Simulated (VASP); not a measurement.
# MgScI2 (P4/mmm) in VASP: single point with PBE

Aim: the single point of MgScI2 with PBE.

Everything below comes from runs of VASP 6.6.1. Logs are shortened: lines on timing, memory, paths and dates and some standing lists are left out, and cuts for length are marked.

## 1. The cell of the first run

Symmetry: P4/mmm, No. 123, tetragonal system. The conventional cell has a = 5.784 Å, b = 5.784 Å, c = 3.599 Å, α = 90.00°, β = 90.00°, γ = 90.00°. Mg (site symmetry 4/mmm) has 4 I at 2.89 Å and 2 Mg at 3.60 Å within 3.8 Å. Within 4.5 Å of Sc (site symmetry 4/mmm) lie 8 I at 3.41 Å and 2 Sc at 3.60 Å and 8 Mg at 4.47 Å. I (site symmetry mmm) has 2 Mg at 2.89 Å and 4 Sc at 3.41 Å and 2 I at 3.60 Å within 3.8 Å.

## 2. Single point, PBE

INCAR reads:

```
SYSTEM = MgScI2
PREC     = Accurate       ! precision mode
ENCUT    = 520            ! plane-wave cutoff, eV
EDIFF    = 1E-7           ! SCF threshold, eV
ISMEAR   = 0              ! smearing method
SIGMA    = 0.1            ! smearing width, eV
LREAL    = .False.        ! projectors in reciprocal space
LASPH    = .True.         ! aspherical terms in the spheres
NELM     = 100            ! most SCF steps
ALGO     = Fast           ! electronic algorithm
ISIF     = 2              ! what is computed and relaxed
LWAVE    = .False.        ! write WAVECAR
LCHARG   = .False.        ! write CHGCAR
GGA      = PE             ! functional
NBANDS   = 22             ! bands
```

KPOINTS reads:

```
regular mesh
0
Gamma
  8 8 14
  0 0 0
```

POSCAR reads:

```
MgScI2
1.0
    5.7835272676      0.0000000000      0.0000000000
    0.0000000000      5.7835272676      0.0000000000
    0.0000000000      0.0000000000      3.5988077658
Mg Sc I
1 1 2
Direct
    0.0000000000      0.0000000000      0.0000000000
    0.5000000000      0.5000000000      0.5000000000
    0.5000000000      0.0000000000      0.0000000000
    0.0000000000      0.5000000000      0.0000000000
```

Potentials or basis: VASP PAW PBE potentials, release 64 (Mg, Sc_sv, I).

Run with:

```console
$ cat potpaw_PBE.64/Mg/POTCAR potpaw_PBE.64/Sc_sv/POTCAR potpaw_PBE.64/I/POTCAR > POTCAR
$ mpirun -np 1 vasp_std > vasp.out
```

OUTCAR:

```text
SYSTEM = MgScI2
   PREC = Accurate
   ENCUT = 520
   EDIFF = 1E-7
   ISMEAR = 0
   LREAL = .False.
   LASPH = .True.
   NELM = 100
   ISIF = 2
   GGA = PE

 ion  position               nearest neighbor table
   1  0.000  0.000  0.000-   3 2.89   4 2.89   4 2.89   3 2.89
   2  0.500  0.500  0.500-   3 3.41   4 3.41   3 3.41   4 3.41   3 3.41   3 3.41   4 3.41   4 3.41

   3  0.500  0.000  0.000-   1 2.89   1 2.89   2 3.41   2 3.41   2 3.41   2 3.41
   4  0.000  0.500  0.000-   1 2.89   1 2.89   2 3.41   2 3.41   2 3.41   2 3.41

  LATTYP: Found a simple tetragonal cell.
 ALAT       =     5.7835272676
 C/A-ratio  =     0.6222513700

  Lattice vectors:

 A1 = (   5.7835272676,   0.0000000000,   0.0000000000)
 A2 = (   0.0000000000,   5.7835272676,   0.0000000000)
 A3 = (   0.0000000000,   0.0000000000,   3.5988077658)

Analysis of symmetry for initial positions (statically):
=====================================================================
 Subroutine PRICEL returns:
 Original cell was already a primitive cell.

 Routine SETGRP: Setting up the symmetry group for a
 simple tetragonal supercell.

 Subroutine GETGRP returns: Found 16 space group operations
 (whereof 16 operations were pure point group operations)
 out of a pool of 16 trial point group operations.

The static configuration has the point symmetry D_4h.

Analysis of symmetry for dynamics (positions and initial velocities):
=====================================================================
 Subroutine PRICEL returns:
 Original cell was already a primitive cell.

 Routine SETGRP: Setting up the symmetry group for a
 simple tetragonal supercell.

 Subroutine GETGRP returns: Found 16 space group operations
 (whereof 16 operations were pure point group operations)
 out of a pool of 16 trial point group operations.

The dynamic configuration has the point symmetry D_4h.

 Subroutine INISYM returns: Found 16 space group operations
 (whereof 16 operations are pure point group operations),
 and found     1 'primitive' translations

----------------------------------------------------------------------------------------

                                     Primitive cell

  volume of cell :     120.3772

  direct lattice vectors                    reciprocal lattice vectors
     5.783527268  0.000000000  0.000000000     0.172904865  0.000000000  0.000000000
     0.000000000  5.783527268  0.000000000     0.000000000  0.172904865  0.000000000
     0.000000000  0.000000000  3.598807766     0.000000000  0.000000000  0.277869802

  length of vectors
     5.783527268  5.783527268  3.598807766     0.172904865  0.172904865  0.277869802

  position of ions in fractional coordinates (direct lattice)
     0.000000000  0.000000000  0.000000000
     0.500000000  0.500000000  0.500000000
     0.500000000  0.000000000  0.000000000
     0.000000000  0.500000000  0.000000000

  ion indices of the primitive-cell ions
   primitive index   ion index
                 1           1
                 2           2
                 3           3
                 4           4

----------------------------------------------------------------------------------------

 KPOINTS: regular mesh

Automatic generation of k-mesh.
 Grid dimensions read from file:
 generate k-points for:    8    8   14

 Generating k-lattice:

  Cartesian coordinates                     Fractional coordinates (reciprocal lattice)
     0.021613108  0.000000000  0.000000000     0.125000000  0.000000000  0.000000000
     0.000000000  0.021613108  0.000000000     0.000000000  0.125000000  0.000000000
     0.000000000  0.000000000  0.019847843     0.000000000  0.000000000  0.071428571

  Length of vectors
     0.021613108  0.021613108  0.019847843

  Shift w.r.t. Gamma in fractional coordinates (k-lattice)
     0.000000000  0.000000000  0.000000000

 Subroutine IBZKPT returns following result:
 ===========================================

 Found    120 irreducible k-points:

 Following reciprocal coordinates:
            Coordinates               Weight
  0.000000  0.000000  0.000000      1.000000
  0.125000  0.000000  0.000000      4.000000
  0.250000  0.000000  0.000000      4.000000
  0.375000  0.000000  0.000000      4.000000
  0.500000  0.000000  0.000000      2.000000
  0.125000  0.125000  0.000000      4.000000
[... 16 lines left out ...]
  0.375000  0.125000  0.071429     16.000000
  0.500000  0.125000  0.071429      8.000000
 [... further k-points ...]
   k-points           NKPTS =    120   k-points in BZ     NKDIM =    120   number of bands    NBANDS=     22
   number of dos      NEDOS =    301   number of ions     NIONS =      4
   total plane-waves  NPLWV =  64512
   dimension x,y,z NGX =    48 NGY =   48 NGZ =   28
   dimension x,y,z NGXF=    96 NGYF=   96 NGZF=   56
   ions per type =               1   1   2
   NGX,Y,Z   is equivalent  to a cutoff of  13.80, 13.80, 12.93 a.u.
   NGXF,Y,Z  is equivalent  to a cutoff of  27.59, 27.59, 25.87 a.u.
 SYSTEM =  MgScI2
   PREC   = accura    normal or accurate (medium, high low for compatibility)
   ISTART =      0    job   : 0-new  1-cont  2-samecut
   ICHARG =      2    charge: 1-file 2-atom 10-const
   ISPIN  =      1    spin polarized calculation?
   LNONCOLLINEAR =      F non collinear calculations
   LSORBIT =      F    spin-orbit coupling
   LASPH  =      T    aspherical Exc in radial PAW
   ENCUT  =  520.0 eV  38.22 Ry    6.18 a.u.  10.75 10.75  6.69*2*pi/ulx,y,z
   NELM   =    100;   NELMIN=  2; NELMDL= -5     # of ELM steps
   EDIFF  = 0.1E-06   stopping-criterion for ELM
   LREAL  =      F    real-space projection
   EDIFFG = 0.1E-05   stopping-criterion for IOM
   NSW    =      0    number of steps for IOM
   IBRION =     -1    ionic relax: 0-MD 1-quasi-New 2-CG
   NFREE  =      0    steps in history (QN), initial steepest desc. (CG)
   ISIF   =      2    stress and relaxation
   ISYM   =      2    0-nonsym 1-usesym 2-fastsym
   POTIM  = 0.5000    time-step for ionic-motion
   TEBEG  =    0.0;   TEEND  =   0.0 temperature during run
   PSTRESS=    0.0 pullay stress
   NELECT =      27.0000    total number of electrons
   NUPDOWN=      -1.0000    fix difference up-down
   EMIN   =  10.00;   EMAX   =-10.00  energy-range for DOS
   EFERMI =   0.00;   METHOD = LEGACY
   ISMEAR =     0;   SIGMA  =   0.10  broadening in eV -4-tet -1-fermi 0-gaus
   EFERMI_NEDOS =   21; number of points for ismear=-14 and -15
   IALGO  =     68    algorithm
   IMIX   =      4    mixing-type and parameters
     AMIX     =   0.40;   BMIX     =  1.00
     AMIX_MAG =   1.60;   BMIX_MAG =  1.00
  volume/ion in A,a.u.               =      30.09       203.09
  Fermi-wavevector in a.u.,A,eV,Ry     =   0.994675  1.879664 13.461319  0.989379
  Thomas-Fermi vector in A             =   2.126643
   LORBIT       =      0    0 simple, 1 ext, 2 COOP (PROOUT), +10 PAW based schemes
   GGA     = PE    functional components
   LHFCALC =     F    Hartree Fock is set to
   AEXX    =    0.0000 exact exchange contribution
   IVDW    =     0    specifies the selected vdW correction
   LEPSILON=     F    determine dielectric tensor
   LRPA    =     F    only Hartree local field effects (RPA)
 non-spin polarized calculation
 RMM-DIIS sequential band-by-band and
 Gauss-broadening in eV      SIGMA  =   0.10
  energy-cutoff  :      520.00
  volume of cell :      120.38
 maximum number of plane-waves:      3268
 NGX is ok and might be reduce to    48
   NGX = 21   NGY = 21   NGZ = 13

 number of electron      26.9999999 magnetization

 Free energy of the ion-electron system (eV)
  ---------------------------------------------------
  ext. energy  EPLUGINS =         0.00000000
  ---------------------------------------------------
  free energy    TOTEN  =       -11.36281593 eV

  energy without entropy =      -11.34118880  energy(sigma->0) =      -11.35200236

 E-fermi :   5.7559     XC(G=0):  -8.9743

 val. band max:        5.7549466925   @ k =   0.5000   0.5000   0.5000
 cond. band min:       5.7671163955   @ k =   0.5000   0.2500   0.3571
 fundamental gap:      0.0121697030
 Fermi energy:         5.7559033514

 k-point     1 :       0.0000    0.0000    0.0000
  band No.  band energies     occupation
      1     -45.2261      2.00000
      2     -23.9398      2.00000
      3     -23.9398      2.00000
      4     -23.6390      2.00000
      5      -9.4172      2.00000
      6      -8.7975      2.00000
[... 14 lines left out ...]
     21      10.2467      0.00000
     22      11.6262      0.00000

 k-point     2 :       0.1250    0.0000    0.0000
  band No.  band energies     occupation
      1     -45.2261      2.00000
      2     -23.9399      2.00000
      3     -23.9398      2.00000
      4     -23.6390      2.00000
      5      -9.3925      2.00000
      6      -8.8191      2.00000
[... 14 lines left out ...]
     21      10.2169      0.00000
     22      11.2698      0.00000

 k-point     3 :       0.2500    0.0000    0.0000
  band No.  band energies     occupation
      1     -45.2261      2.00000
      2     -23.9401      2.00000
      3     -23.9398      2.00000
      4     -23.6390      2.00000
      5      -9.3223      2.00000
      6      -8.8818      2.00000
[... 14 lines left out ...]
     21       9.9326      0.00000
     22      10.5401      0.00000
[... 476 lines left out ...]
 k-point    23 :       0.3750    0.1250    0.0714
  band No.  band energies     occupation
      1     -45.2258      2.00000
      2     -23.9399      2.00000
      3     -23.9394      2.00000
      4     -23.6428      2.00000
      5      -9.1762      2.00000
      6      -8.9554      2.00000
[... 14 lines left out ...]
     21       9.6734      0.00000
     22      10.1557      0.00000

 k-point    24 :       0.5000    0.1250    0.0714
  band No.  band energies     occupation
      1     -45.2258      2.00000
      2     -23.9400      2.00000
      3     -23.9394      2.00000
      4     -23.6428      2.00000
      5      -9.0686      2.00000
      6      -9.0591      2.00000
[... 14 lines left out ...]
     21       9.0452      0.00000
     22      10.3752      0.00000

 [... further k-points ...]

------------------------ aborting loop because EDIFF is reached ----------------------------------------

  FORCE on cell =-STRESS in cart. coord.  units (eV):
  Direction    XX          YY          ZZ          XY          YZ          ZX
  --------------------------------------------------------------------------------------
  -------------------------------------------------------------------------------------
  Total        0.0020604      0.0020604      0.0100867      0.0000000      0.0000000      0.0000000
  in kB        0.0274227      0.0274227      0.1342502      0.0000000      0.0000000      0.0000000
  external PRESSURE =       0.0630319 kB  Pullay stress =       0.0000000 kB

 VOLUME and BASIS-vectors are now :
 -----------------------------------------------------------------------------
  energy-cutoff  :      520.00
  volume of cell :      120.38
      direct lattice vectors                 reciprocal lattice vectors
     5.783527268  0.000000000  0.000000000     0.172904865  0.000000000  0.000000000
     0.000000000  5.783527268  0.000000000     0.000000000  0.172904865  0.000000000
     0.000000000  0.000000000  3.598807766     0.000000000  0.000000000  0.277869802

 POSITION                                       TOTAL-FORCE (eV/Angst)
 -----------------------------------------------------------------------------------
      0.00000      0.00000      0.00000         0.000000      0.000000      0.000000
      2.89176      2.89176      1.79940         0.000000      0.000000      0.000000
      2.89176      0.00000      0.00000         0.000000      0.000000      0.000000
      0.00000      2.89176      0.00000         0.000000      0.000000      0.000000
 -----------------------------------------------------------------------------------
    total drift:                                0.000000     -0.000000      0.000000

  FREE ENERGIE OF THE ION-ELECTRON SYSTEM (eV)
  ---------------------------------------------------
  free  energy   TOTEN  =       -11.3628159261 eV

  energy  without entropy=      -11.3411888024  energy(sigma->0) =      -11.35200236
```

Wall time 7.4 min (1 thread of Intel Xeon Platinum 8559C (Emerald Rapids), shared host); peak memory 0.49 GiB.

What came out:

```yaml
Free_energy: -11.3628 eV
Pressure: 0.0 GPa
Band_gap_on_the_k_mesh: zero (an odd number of electrons rules out a gap without spin polarisation)
```

Levels at points of the mesh, in eV from the Fermi level:
```csv
k point,band 11,band 12,band 13,band 14,band 15,band 16
"(0.00, 0.00, 0.00)",-2.55,-2.32,-1.98,-1.63,-0.38,0.38
"(0.50, 0.00, 0.00)",-2.44,-2.26,-0.75,0.03,0.44,0.46
"(0.50, 0.50, 0.00)",-2.42,-2.42,-0.36,0.54,1.32,1.32
"(0.00, 0.00, 0.50)",-3.78,-3.78,0.05,0.40,1.13,1.13
"(0.50, 0.00, 0.50)",-4.81,-4.59,-0.23,0.06,0.07,0.08
"(0.50, 0.50, 0.50)",-3.46,-3.11,-1.39,-0.77,0.00,0.00
```

Caveat: spin-orbit coupling is left out, which moves the levels of the heavy elements; an odd number of electrons without spin polarisation forces a metal; a magnetic or distorted state may lie lower.
